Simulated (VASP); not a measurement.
The system is BaTiO3.

```
Ba Ti O
1.0
     3.99980    0.00000    0.00000
     0.00000    3.99980    0.00000
     0.00000    0.00000    4.01800
Ba Ti O
1 1 3
Direct
  0.00000 0.00000 0.00000
  0.50000 0.50000 0.49000
  0.00000 0.50000 0.51700
  0.50000 0.00000 0.51700
  0.50000 0.50000 0.01900
```

Base run:

```yaml
Program: VASP 6.6.1
Functional: revPBE
Potentials_or_basis: VASP PAW PBE potentials, release 64 (Ba_sv, Ti_sv, O)
Cutoff: 520 eV
k_mesh: 7 × 7 × 7
Occupations: fermi-dirac, width 0.05 eV
Spin: no spin polarisation
```

Its results: band gap on the k mesh 1.89 eV, indirect (least direct gap 2.09 eV); pressure 7.3 GPa; largest force 0.271 eV/Å.

Task: The run is repeated on the same cell with these changes: dispersion from none to D4. What comes out?

Result: Band gap on the k mesh 1.89 eV, indirect (least direct gap 2.09 eV); pressure 1.9 GPa; largest force 0.312 eV/Å.

Dispersion adds attraction, which lowers the pressure at fixed volume and, as a term added to the energy, leaves the levels alone.

Caveats: the PAW data sets were made with another functional, which shifts forces and pressure a little; spin-orbit coupling is left out, which moves the levels of the heavy elements.

A k mesh can miss the band edges.
